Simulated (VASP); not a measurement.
Crystal: Si2Mo.

```
Mo Si
1.0
    -1.56734    1.56734    3.85026
     1.56734   -1.56734    3.85026
     1.56734    1.56734   -3.85026
Mo Si
1 2
Cartesian
  0.0000 0.0000 0.0000
  0.0000 0.0000 5.1363
  0.0000 0.0000 2.5643
```

This cell differs from its parent crystal: volume scaled by 0.94.

Base run:

```yaml
Program: VASP 6.6.1
Functional: LDA
Potentials_or_basis: VASP PAW LDA potentials, release 64 (Mo_sv, Si)
Cutoff: 520 eV
k_mesh: 12 × 12 × 12
Occupations: fermi-dirac, width 0.05 eV
Spin: no spin polarisation
```

Its results: band gap on the k mesh zero (band 11 reaches 13.72 eV, above the bottom of band 12 at 12.66 eV); pressure 9.0 GPa; largest force 0.265 eV/Å.

Question: The run is repeated on the same cell with these changes: functional from LDA to PBEsol; potentials or basis from VASP PAW LDA potentials, release 64 (Mo_sv, Si) to VASP PAW PBE potentials, release 64 (Mo_sv, Si). What comes out?

Answer: Band gap on the k mesh zero (band 11 reaches 13.70 eV, above the bottom of band 12 at 12.63 eV); pressure 12.7 GPa; largest force 0.223 eV/Å.

Caveats: the PAW data sets were made with another functional, which shifts forces and pressure a little (some runs).
